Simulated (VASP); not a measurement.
# Ce2O (antifluorite type) (Fm-3m) in VASP: further runs

The runs below take Ce2O (antifluorite type) through single point, with PBE.

Everything below comes from runs of VASP 6.6.1. Logs are shortened: lines on timing, memory, paths and dates and some standing lists are left out, and cuts for length are marked.

## (1) The cell of the first run

It takes space group Fm-3m (No. 225, cubic). The conventional cell has a = 5.953 Å, b = 5.953 Å, c = 5.953 Å, α = 90.00°, β = 90.00°, γ = 90.00°. Within 3.4 Å of Ce (site symmetry -43m) lie 4 O at 2.58 Å and 6 Ce at 2.98 Å. Within 3.4 Å of O (site symmetry m-3m) lie 8 Ce at 2.58 Å.

## (2) Single point, PBE

Contents of INCAR:

```
SYSTEM = Ce2O
  PREC = Accurate
  ENCUT = 520
  EDIFF = 1E-6
  ISMEAR = -1
  SIGMA = 0.06122561905347299
  LREAL = .FALSE.
  LASPH = .TRUE.
  NELM = 100
  ALGO = Normal
  ISIF = 2
  LWAVE = .FALSE.
  LCHARG = .FALSE.
  GGA = PE
  NBANDS = 22
```

Contents of KPOINTS:

```
Automatic mesh
0
G
  16 16 16
  0 0 0
```

Contents of POSCAR:

```
Ce2O
1.0
    0.0000000000      2.9763249970      2.9763249970
    2.9763249970      0.0000000000      2.9763249970
    2.9763249970      2.9763249970      0.0000000000
Ce O
2 1
Direct
    0.2500000000      0.2500000000      0.2500000000
    0.7500000000      0.7500000000      0.7500000000
    0.0000000000      0.0000000000      0.0000000000
```

Potentials or basis: VASP PAW PBE potentials, release 64 (Ce, O).

Started as:

```console
$ cat potpaw_PBE.64/Ce/POTCAR potpaw_PBE.64/O/POTCAR > POTCAR
$ mpirun -np 1 vasp_std > vasp.out
```

OUTCAR:

```text
SYSTEM = Ce2O
   PREC = Accurate
   ENCUT = 520
   EDIFF = 1E-6
   ISMEAR = -1
   LREAL = .FALSE.
   LASPH = .TRUE.
   NELM = 100
   ISIF = 2
   GGA = PE

 ion  position               nearest neighbor table
   1  0.250  0.250  0.250-   2 2.98   2 2.98   2 2.98   2 2.98   2 2.98   2 2.98
   2  0.750  0.750  0.750-   1 2.98   1 2.98   1 2.98   1 2.98   1 2.98   1 2.98
   3  0.000  0.000  0.000-

  LATTYP: Found a face centered cubic cell.
 ALAT       =     5.9526499940

  Lattice vectors:

 A1 = (   0.0000000000,   2.9763249970,   2.9763249970)
 A2 = (   2.9763249970,   0.0000000000,   2.9763249970)
 A3 = (   2.9763249970,   2.9763249970,   0.0000000000)

Analysis of symmetry for initial positions (statically):
=====================================================================
 Subroutine PRICEL returns:
 Original cell was already a primitive cell.

 Routine SETGRP: Setting up the symmetry group for a
 face centered cubic supercell.

 Subroutine GETGRP returns: Found 48 space group operations
 (whereof 48 operations were pure point group operations)
 out of a pool of 48 trial point group operations.

The static configuration has the point symmetry O_h .

Analysis of symmetry for dynamics (positions and initial velocities):
=====================================================================
 Subroutine PRICEL returns:
 Original cell was already a primitive cell.

 Routine SETGRP: Setting up the symmetry group for a
 face centered cubic supercell.

 Subroutine GETGRP returns: Found 48 space group operations
 (whereof 48 operations were pure point group operations)
 out of a pool of 48 trial point group operations.

The dynamic configuration has the point symmetry O_h .

 Subroutine INISYM returns: Found 48 space group operations
 (whereof 48 operations are pure point group operations),
 and found     1 'primitive' translations

----------------------------------------------------------------------------------------

                                     Primitive cell

  volume of cell :      52.7316

  direct lattice vectors                    reciprocal lattice vectors
     0.000000000  2.976324997  2.976324997    -0.167992407  0.167992407  0.167992407
     2.976324997  0.000000000  2.976324997     0.167992407 -0.167992407  0.167992407
     2.976324997  2.976324997  0.000000000     0.167992407  0.167992407 -0.167992407

  length of vectors
     4.209159177  4.209159177  4.209159177     0.290971384  0.290971384  0.290971384

  position of ions in fractional coordinates (direct lattice)
     0.250000000  0.250000000  0.250000000
     0.750000000  0.750000000  0.750000000
     0.000000000  0.000000000  0.000000000

  ion indices of the primitive-cell ions
   primitive index   ion index
                 1           1
                 2           2
                 3           3

----------------------------------------------------------------------------------------

 KPOINTS: Automatic mesh

Automatic generation of k-mesh.
 Grid dimensions read from file:
 generate k-points for:   16   16   16

 Generating k-lattice:

  Cartesian coordinates                     Fractional coordinates (reciprocal lattice)
    -0.010499525  0.010499525  0.010499525     0.062500000  0.000000000  0.000000000
     0.010499525 -0.010499525  0.010499525     0.000000000  0.062500000  0.000000000
     0.010499525  0.010499525 -0.010499525     0.000000000  0.000000000  0.062500000

  Length of vectors
     0.018185712  0.018185712  0.018185712

  Shift w.r.t. Gamma in fractional coordinates (k-lattice)
     0.000000000  0.000000000  0.000000000

 Subroutine IBZKPT returns following result:
 ===========================================

 Found    145 irreducible k-points:

 Following reciprocal coordinates:
            Coordinates               Weight
  0.000000  0.000000  0.000000      1.000000
  0.062500  0.000000  0.000000      8.000000
  0.125000  0.000000  0.000000      8.000000
  0.187500  0.000000  0.000000      8.000000
  0.250000  0.000000  0.000000      8.000000
  0.312500  0.000000  0.000000      8.000000
[... 16 lines left out ...]
 -0.125000  0.062500  0.000000     24.000000
 -0.062500  0.062500  0.000000     12.000000
 [... further k-points ...]
   k-points           NKPTS =    145   k-points in BZ     NKDIM =    145   number of bands    NBANDS=     22
   number of dos      NEDOS =    301   number of ions     NIONS =      3
   total plane-waves  NPLWV =  32768
   dimension x,y,z NGX =    32 NGY =   32 NGZ =   32
   dimension x,y,z NGXF=    64 NGYF=   64 NGZF=   64
   ions per type =               2   1
   NGX,Y,Z   is equivalent  to a cutoff of  12.64, 12.64, 12.64 a.u.
   NGXF,Y,Z  is equivalent  to a cutoff of  25.28, 25.28, 25.28 a.u.
 SYSTEM =  Ce2O
   PREC   = accura    normal or accurate (medium, high low for compatibility)
   ISTART =      0    job   : 0-new  1-cont  2-samecut
   ICHARG =      2    charge: 1-file 2-atom 10-const
   ISPIN  =      1    spin polarized calculation?
   LNONCOLLINEAR =      F non collinear calculations
   LSORBIT =      F    spin-orbit coupling
   LASPH  =      T    aspherical Exc in radial PAW
   ENCUT  =  520.0 eV  38.22 Ry    6.18 a.u.   7.83  7.83  7.83*2*pi/ulx,y,z
   NELM   =    100;   NELMIN=  2; NELMDL= -5     # of ELM steps
   EDIFF  = 0.1E-05   stopping-criterion for ELM
   LREAL  =      F    real-space projection
   EDIFFG = 0.1E-04   stopping-criterion for IOM
   NSW    =      0    number of steps for IOM
   IBRION =     -1    ionic relax: 0-MD 1-quasi-New 2-CG
   NFREE  =      0    steps in history (QN), initial steepest desc. (CG)
   ISIF   =      2    stress and relaxation
   ISYM   =      2    0-nonsym 1-usesym 2-fastsym
   POTIM  = 0.5000    time-step for ionic-motion
   TEBEG  =    0.0;   TEEND  =   0.0 temperature during run
   PSTRESS=    0.0 pullay stress
   NELECT =      30.0000    total number of electrons
   NUPDOWN=      -1.0000    fix difference up-down
   EMIN   =  10.00;   EMAX   =-10.00  energy-range for DOS
   EFERMI =   0.00;   METHOD = LEGACY
   ISMEAR =    -1;   SIGMA  =   0.06  broadening in eV -4-tet -1-fermi 0-gaus
   EFERMI_NEDOS =   21; number of points for ismear=-14 and -15
   IALGO  =     38    algorithm
   IMIX   =      4    mixing-type and parameters
     AMIX     =   0.40;   BMIX     =  1.00
     AMIX_MAG =   1.60;   BMIX_MAG =  1.00
  volume/ion in A,a.u.               =      17.58       118.62
  Fermi-wavevector in a.u.,A,eV,Ry     =   1.356516  2.563443 25.036563  1.840135
  Thomas-Fermi vector in A             =   2.483512
   LORBIT       =      0    0 simple, 1 ext, 2 COOP (PROOUT), +10 PAW based schemes
   GGA     = PE    functional components
   LHFCALC =     F    Hartree Fock is set to
   AEXX    =    0.0000 exact exchange contribution
   IVDW    =     0    specifies the selected vdW correction
   LEPSILON=     F    determine dielectric tensor
   LRPA    =     F    only Hartree local field effects (RPA)
 non-spin polarized calculation
  energy-cutoff  :      520.00
  volume of cell :       52.73
 maximum number of plane-waves:      1435
   NGX = 15   NGY = 15   NGZ = 15

 number of electron      30.0000000 magnetization

 Free energy of the ion-electron system (eV)
  ---------------------------------------------------
  ext. energy  EPLUGINS =         0.00000000
  ---------------------------------------------------
  free energy    TOTEN  =       -20.43717562 eV

  energy without entropy =      -20.34414100  energy(sigma->0) =      -20.39065831

 E-fermi :  10.8794     XC(G=0): -11.9756

 val. band max:       10.8742225655   @ k =   0.4375   0.1250   0.0000
 cond. band min:      10.8804528928   @ k =  -0.2500   0.2500   0.0000
 fundamental gap:      0.0062303273
 Fermi energy:        10.8793796558

 k-point     1 :       0.0000    0.0000    0.0000
  band No.  band energies     occupation
      1     -24.5779      2.00000
      2     -22.8690      2.00000
      3      -8.7670      2.00000
      4      -7.7919      2.00000
      5      -7.7919      2.00000
      6      -7.7919      2.00000
[... 14 lines left out ...]
     21      11.4531      0.00017
     22      11.6212      0.00001

 k-point     2 :       0.0625    0.0000    0.0000
  band No.  band energies     occupation
      1     -24.5620      2.00000
      2     -22.8863      2.00000
      3      -8.8123      2.00000
      4      -7.7832      2.00000
      5      -7.7780      2.00000
      6      -7.7780      2.00000
[... 14 lines left out ...]
     21      11.4475      0.00019
     22      11.6220      0.00001

 k-point     3 :       0.1250    0.0000    0.0000
  band No.  band energies     occupation
      1     -24.5146      2.00000
      2     -22.9365      2.00000
      3      -8.9448      2.00000
      4      -7.7408      2.00000
      5      -7.7358      2.00000
      6      -7.7358      2.00000
[... 14 lines left out ...]
     21      11.4663      0.00014
     22      11.6196      0.00001

 k-point     4 :       0.1875    0.0000    0.0000
  band No.  band energies     occupation
      1     -24.4377      2.00000
      2     -23.0177      2.00000
      3      -9.1438      2.00000
      4      -7.6651      2.00000
      5      -7.6651      2.00000
      6      -7.6455      2.00000
[... 14 lines left out ...]
     21      11.5046      0.00007
     22      11.6138      0.00001

 k-point     5 :       0.2500    0.0000    0.0000
  band No.  band energies     occupation
      1     -24.3340      2.00000
      2     -23.1264      2.00000
      3      -9.3691      2.00000
      4      -7.5655      2.00000
      5      -7.5655      2.00000
      6      -7.5027      2.00000
[... 417 lines left out ...]
 k-point    22 :      -0.1875    0.0625    0.0000
  band No.  band energies     occupation
      1     -24.3938      2.00000
      2     -23.0627      2.00000
      3      -9.2610      2.00000
      4      -7.8302      2.00000
      5      -7.5180      2.00000
      6      -7.4859      2.00000
[... 14 lines left out ...]
     21      11.5352      0.00004
     22      11.5785      0.00002

 k-point    23 :      -0.1250    0.0625    0.0000
  band No.  band energies     occupation
      1     -24.4789      2.00000
      2     -22.9737      2.00000
      3      -9.0468      2.00000
      4      -7.8582      2.00000
      5      -7.6415      2.00000
      6      -7.6091      2.00000
[... 14 lines left out ...]
     21      11.4922      0.00009
     22      11.5943      0.00002

 k-point    24 :      -0.0625    0.0625    0.0000
  band No.  band energies     occupation
      1     -24.5357      2.00000
      2     -22.9139      2.00000
      3      -8.8874      2.00000
      4      -7.8411      2.00000
      5      -7.7252      2.00000
      6      -7.7068      2.00000
[... 14 lines left out ...]
     21      11.4568      0.00016
     22      11.6092      0.00001

 [... further k-points ...]

------------------------ aborting loop because EDIFF is reached ----------------------------------------

  FORCE on cell =-STRESS in cart. coord.  units (eV):
  Direction    XX          YY          ZZ          XY          YZ          ZX
  --------------------------------------------------------------------------------------
  -------------------------------------------------------------------------------------
  Total        2.1174287      2.1174287      2.1174287      0.0000000     -0.0000000      0.0000000
  in kB       64.3351516     64.3351516     64.3351516      0.0000000     -0.0000000      0.0000000
  external PRESSURE =      64.3351516 kB  Pullay stress =       0.0000000 kB

 VOLUME and BASIS-vectors are now :
 -----------------------------------------------------------------------------
  energy-cutoff  :      520.00
  volume of cell :       52.73
      direct lattice vectors                 reciprocal lattice vectors
     0.000000000  2.976324997  2.976324997    -0.167992407  0.167992407  0.167992407
     2.976324997  0.000000000  2.976324997     0.167992407 -0.167992407  0.167992407
     2.976324997  2.976324997  0.000000000     0.167992407  0.167992407 -0.167992407

 POSITION                                       TOTAL-FORCE (eV/Angst)
 -----------------------------------------------------------------------------------
      1.48816      1.48816      1.48816         0.000000     -0.000000     -0.000000
      4.46449      4.46449      4.46449        -0.000000     -0.000000     -0.000000
      0.00000      0.00000      0.00000         0.000000      0.000000      0.000000
 -----------------------------------------------------------------------------------
    total drift:                                0.000000     -0.000000      0.000000

  FREE ENERGIE OF THE ION-ELECTRON SYSTEM (eV)
  ---------------------------------------------------
  free  energy   TOTEN  =       -20.4371756199 eV

  energy  without entropy=      -20.3441409974  energy(sigma->0) =      -20.39065831
```

Wall time 5.1 min (1 thread of AMD EPYC 7R43 (Zen 3), shared host); peak memory 0.27 GiB.

What came out:

```yaml
Free_energy: -20.4372 eV
Pressure: 6.4 GPa
Band_gap_on_the_k_mesh: zero (bands 15 and 16 overlap by 0.09 eV)
```

Caveat: the cell stands under pressure; spin-orbit coupling is left out, which moves the levels of the heavy elements; the run has no spin polarisation, though such a crystal can be magnetic; semilocal functionals describe open f shells poorly, which spoils levels, moments and volumes.

## (3) Single point, PBE

This run uses another cell than the first one, of 17.95 Å³/atom.

Contents of INCAR:

```
ALGO     = Normal         # electronic algorithm
EDIFF    = 1E-6           # SCF threshold, eV
ENCUT    = 520            # plane-wave cutoff, eV
GGA      = PE             # functional
ISIF     = 2              # what is computed and relaxed
ISMEAR   = -1             # smearing method
LASPH    = True           # aspherical terms in the spheres
LCHARG   = False          # write CHGCAR
LREAL    = False          # projectors in reciprocal space
LWAVE    = False          # write WAVECAR
NBANDS   = 22             # bands
NELM     = 100            # most SCF steps
PREC     = Accurate       # precision mode
SIGMA    = 0.06122561905347299 # smearing width, eV
```

Contents of KPOINTS:

```
k-points
0
Gamma
  16 16 16
```

Contents of POSCAR:

```
Ce2O
1.0
    0.0000000000      2.9972857228      2.9972857228
    2.9972857228      0.0000000000      2.9972857228
    2.9972857228      2.9972857228      0.0000000000
Ce O
2 1
Direct
    0.2500000000      0.2500000000      0.2500000000
    0.7500000000      0.7500000000      0.7500000000
    0.0000000000      0.0000000000      0.0000000000
```

Potentials or basis: VASP PAW PBE potentials, release 64 (Ce, O).

Started as:

```console
$ cat potpaw_PBE.64/Ce/POTCAR potpaw_PBE.64/O/POTCAR > POTCAR
$ mpirun -np 1 vasp_std > vasp.out
```

Wall time 3.7 min (1 thread of AMD EPYC 7R43 (Zen 3), shared host); peak memory 0.28 GiB.

Results (log left out):

| Quantity | Value |
| --- | --- |
| Free energy | -20.4755 eV |
| Pressure | 4.0 GPa |
| Band gap on the k mesh | zero (bands 15 and 16 overlap by 0.09 eV) |

Levels at points of the mesh, in eV from the Fermi level:
```tsv
k point	band 11	band 12	band 13	band 14	band 15	band 16	band 17	band 18	band 19	band 20
(0.00, 0.00, 0.00)	-6.60	-6.60	-2.18	-2.18	-1.57	0.50	0.50	0.50	0.55	0.55
(0.50, 0.00, 0.00)	-5.59	-4.94	-1.16	-0.27	-0.27	0.31	0.31	0.31	0.31	0.51
(0.50, 0.50, 0.00)	-4.96	-4.96	-2.57	-0.95	-0.15	0.22	0.22	0.25	0.48	0.54
```

Caveat: the cell stands under pressure; spin-orbit coupling is left out, which moves the levels of the heavy elements; the run has no spin polarisation, though such a crystal can be magnetic; semilocal functionals describe open f shells poorly, which spoils levels, moments and volumes. With open d or f shells a metallic result of PBE can be an artefact of self-interaction; +U or a hybrid may open a gap.

## (4) Single point, PBE

This run uses another cell than the first one, of 17.95 Å³/atom.

Contents of INCAR:

```
SYSTEM = Ce2O
  ALGO = Normal
  EDIFF = 1E-7
  ENCUT = 520
  GGA = PE
  ISIF = 2
  ISMEAR = -1
  LASPH = .TRUE.
  LCHARG = .FALSE.
  LREAL = .FALSE.
  LWAVE = .FALSE.
  NBANDS = 22
  NELM = 80
  PREC = Accurate
  SIGMA = 0.06122561905347299
```

Contents of KPOINTS:

```
k-points
0
G
  16 16 16
  0 0 0
```

POSCAR is that of step 3.

Started as:

```console
$ cat potpaw_PBE.64/Ce/POTCAR potpaw_PBE.64/O/POTCAR > POTCAR
$ mpirun -np 1 vasp_std > vasp.out
```

Run time: 4.9 min. Hardware: 1 thread of AMD EPYC 7R43 (Zen 3), shared host; peak memory 0.28 GiB.

It converged, with:

* Free energy: -20.4755 eV
* Pressure: 4.0 GPa
* Band gap on the k mesh: zero (bands 15 and 16 overlap by 0.09 eV)

Levels at points of the mesh, in eV from the Fermi level:
```csv
k point,band 11,band 12,band 13,band 14,band 15,band 16,band 17,band 18,band 19,band 20
"(0.00, 0.00, 0.00)",-6.60,-6.60,-2.18,-2.18,-1.58,0.50,0.50,0.50,0.55,0.55
"(0.50, 0.00, 0.00)",-5.59,-4.94,-1.16,-0.27,-0.27,0.31,0.31,0.31,0.31,0.51
"(0.50, 0.50, 0.00)",-4.96,-4.96,-2.57,-0.95,-0.15,0.22,0.22,0.25,0.48,0.54
```

Caveat: the cell stands under pressure; spin-orbit coupling is left out, which moves the levels of the heavy elements; the run has no spin polarisation, though such a crystal can be magnetic; semilocal functionals describe open f shells poorly, which spoils levels, moments and volumes. Spin polarisation is off, so any magnetic state and its effect on volume and gap are missing.
